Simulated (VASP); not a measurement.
# SnCl (P6_3mc) in VASP: further runs, part 2 of 2

VASP 6.6.1. Earlier steps stand in the parts before.

### 5 Single point, PBE

Input file INCAR:

```
PREC = Accurate
ENCUT = 520
EDIFF = 1E-7
ISMEAR = 1
SIGMA = 0.05
LREAL = F
LASPH = T
NELM = 60
ALGO = Normal
ISIF = 2
LWAVE = F
LCHARG = F
GGA = PE
NBANDS = 29
```

Input file KPOINTS:

```
Automatic mesh
0
Gamma
  8 8 3
```

Input file POSCAR:

```
SnCl
1.0
    3.4975457026      0.0000000000      0.0000000000
   -1.7487728513      3.0289634293      0.0000000000
    0.0000000000      0.0000000000     10.0622090000
Sn Cl
2 2
Direct
    0.6666666667      0.3333333333      0.8205100000
    0.3333333333      0.6666666667      0.3205100000
    0.6666666667      0.3333333333      0.5544910000
    0.3333333333      0.6666666667      0.0544910000
```

Potentials or basis: VASP PAW PBE potentials, release 64 (Sn_d, Cl).

Launch:

```
$ cat potpaw_PBE.64/Sn_d/POTCAR potpaw_PBE.64/Cl/POTCAR > POTCAR
$ mpirun -np 1 vasp_std > vasp.out
```

OUTCAR:

```text
PREC = Accurate
   ENCUT = 520
   EDIFF = 1E-7
   ISMEAR = 1
   LREAL = F
   LASPH = T
   NELM = 60
   ISIF = 2
   GGA = PE

 ion  position               nearest neighbor table
   1  0.667  0.333  0.821-   3 2.68   4 3.10   4 3.10   4 3.10
   2  0.333  0.667  0.321-   4 2.68   3 3.10   3 3.10   3 3.10
   3  0.667  0.333  0.554-   1 2.68   2 3.10   2 3.10   2 3.10
   4  0.333  0.667  0.054-   2 2.68   1 3.10   1 3.10   1 3.10

  LATTYP: Found a hexagonal cell.
 ALAT       =     3.4975457026
 C/A-ratio  =     2.8769342435

  Lattice vectors:

 A1 = (   3.4975457026,   0.0000000000,   0.0000000000)
 A2 = (  -1.7487728513,   3.0289634293,   0.0000000000)
 A3 = (   0.0000000000,   0.0000000000,  10.0622090000)

Analysis of symmetry for initial positions (statically):
=====================================================================
 Subroutine PRICEL returns:
 Original cell was already a primitive cell.

 Routine SETGRP: Setting up the symmetry group for a
 hexagonal supercell.

[... 164 lines left out ...]
  free energy    TOTEN  =       -13.41608700 eV

  energy without entropy =      -13.41481581  energy(sigma->0) =      -13.41566327

 E-fermi :   4.7301     XC(G=0):  -9.3820

 val. band max:        4.7160179463   @ k =   0.2500   0.2500   0.3333
 cond. band min:       5.0459629985   @ k =   0.2500   0.1250   0.0000
 fundamental gap:      0.3299450522
 Fermi energy:         4.7300700287

 k-point     1 :       0.0000    0.0000    0.0000
  band No.  band energies     occupation
      1     -16.7665      2.00000
      2     -16.7591      2.00000
      3     -16.6986      2.00000
      4     -16.6986      2.00000
      5     -16.6986      2.00000
      6     -16.6986      2.00000
[... 629 lines left out ...]
     28      12.6743      0.00000
     29      13.4069      0.00000

------------------------ aborting loop because EDIFF is reached ----------------------------------------

  FORCE on cell =-STRESS in cart. coord.  units (eV):
  Direction    XX          YY          ZZ          XY          YZ          ZX
  --------------------------------------------------------------------------------------
  -------------------------------------------------------------------------------------
  Total       -0.1051092     -0.1051092     -0.1738027     -0.0000000      0.0000000      0.0000000
  in kB       -1.5797951     -1.5797951     -2.6122594     -0.0000000      0.0000000      0.0000000
  external PRESSURE =      -1.9239498 kB  Pullay stress =       0.0000000 kB

 VOLUME and BASIS-vectors are now :
 -----------------------------------------------------------------------------
  energy-cutoff  :      520.00
  volume of cell :      106.60
      direct lattice vectors                 reciprocal lattice vectors
     3.497545703  0.000000000  0.000000000     0.285914777  0.165072974  0.000000000
    -1.748772851  3.028963429  0.000000000     0.000000000  0.330145947  0.000000000
     0.000000000  0.000000000 10.062209000     0.000000000  0.000000000  0.099381756

 POSITION                                       TOTAL-FORCE (eV/Angst)
 -----------------------------------------------------------------------------------
      1.74877      1.00965      8.25614         0.000000     -0.000000     -0.097254
     -0.00000      2.01931      3.22504        -0.000000      0.000000     -0.097254
      1.74877      1.00965      5.57940        -0.000000      0.000000      0.097254
     -0.00000      2.01931      0.54830         0.000000      0.000000      0.097254
 -----------------------------------------------------------------------------------
    total drift:                                0.000000      0.000000     -0.000908

  FREE ENERGIE OF THE ION-ELECTRON SYSTEM (eV)
  ---------------------------------------------------
  free  energy   TOTEN  =       -13.4160869975 eV

  energy  without entropy=      -13.4148158132  energy(sigma->0) =      -13.41566327
```

OSZICAR:

```text
N       E                     dE             d eps       ncg     rms          rms(c)
DAV:   1     0.427354826644E+03    0.42735E+03   -0.20249E+04  1223   0.188E+03
DAV:   2     0.487893880728E+02   -0.37857E+03   -0.36537E+03  1234   0.512E+02
DAV:   3    -0.109538388614E+02   -0.59743E+02   -0.58551E+02  1365   0.168E+02
DAV:   4    -0.139925608707E+02   -0.30387E+01   -0.30270E+01  1349   0.416E+01
DAV:   5    -0.140860180591E+02   -0.93457E-01   -0.93436E-01  1540   0.760E+00    0.623E+00
DAV:   6    -0.134591730650E+02    0.62684E+00   -0.10924E+00  1600   0.659E+00    0.359E+00
DAV:   7    -0.134192946014E+02    0.39878E-01   -0.49422E-01  1481   0.331E+00    0.150E+00
DAV:   8    -0.134184322613E+02    0.86234E-03   -0.99692E-02  1290   0.185E+00    0.264E-01
DAV:   9    -0.134157191566E+02    0.27131E-02   -0.10687E-02  1430   0.594E-01    0.100E-01
DAV:  10    -0.134160951609E+02   -0.37600E-03   -0.30926E-03  1554   0.222E-01    0.939E-02
DAV:  11    -0.134160976236E+02   -0.24627E-05   -0.84199E-04  1551   0.209E-01    0.141E-02
DAV:  12    -0.134160870107E+02    0.10613E-04   -0.81513E-05  1346   0.634E-02    0.885E-03
DAV:  13    -0.134160871315E+02   -0.12086E-06   -0.74860E-06  1532   0.158E-02    0.308E-03
DAV:  14    -0.134160870898E+02    0.41689E-07   -0.10191E-06  1229   0.493E-03    0.139E-03
DAV:  15    -0.134160869878E+02    0.10208E-06   -0.14735E-07  1097   0.210E-03    0.177E-04
DAV:  16    -0.134160869975E+02   -0.97780E-08   -0.12360E-08   820   0.796E-04
   1 F= -.13416087E+02 E0= -.13415663E+02  d E =-.127118E-02
```

Wall time 31 s (1 thread of Intel Xeon 6975P-C (Granite Rapids), shared host); peak memory 0.25 GiB.

What came out:

```yaml
Free_energy: -13.4161 eV
Pressure: -0.2 GPa
Largest_force: 0.097 eV/Å
Band_gap_on_the_k_mesh: zero (band 21 reaches 7.15 eV, above the bottom of band 22 at 3.75 eV)
```

Forces in eV/Å, atoms in the order of the input:
```
Sn   0.000  0.000 -0.097
Sn   0.000  0.000 -0.097
Cl   0.000  0.000  0.097
Cl   0.000  0.000  0.097
```

Stress tensor (GPa, compression positive):
```
-0.16  0.00  0.00
 0.00 -0.16  0.00
 0.00  0.00 -0.26
```

Levels at points of the mesh, in eV from the Fermi level:
| k point | band 18 | band 19 | band 20 | band 21 | band 22 | band 23 | band 24 | band 25 |
| --- | --- | --- | --- | --- | --- | --- | --- | --- |
| (0.00, 0.00, 0.00) | -1.52 | -1.45 | -1.45 | 0.96 | 4.25 | 6.13 | 6.13 | 6.59 |
| (0.50, 0.00, 0.00) | -2.18 | -2.01 | -1.96 | -1.82 | -0.98 | 3.52 | 3.54 | 4.34 |

Caveat: spin-orbit coupling is left out, which moves the levels of the heavy elements.

### 6 Summary

```tsv
k mesh	smearing	gap on the mesh (eV)	pressure (GPa)	largest force (eV/Å)
9 × 9 × 3	fermi-dirac 0.05 eV	none	-0.3	0.10
7 × 7 × 3	gaussian 0.1 eV	none	-0.2	0.08
8 × 8 × 3	methfessel-paxton 0.05 eV	none	-0.2	0.10
```

Alike in all rows: task single point; level PBE; potentials or basis VASP PAW PBE potentials, release 64 (Sn_d, Cl); no spin polarisation; cell as given; cutoff (eV) 520.

Every run on the cell as given and a fine mesh finds a metal.

Caveats: spin-orbit coupling is left out, which moves the levels of the heavy elements.

Total energies depend on the potentials used, so only differences within one code and one set of settings carry meaning.
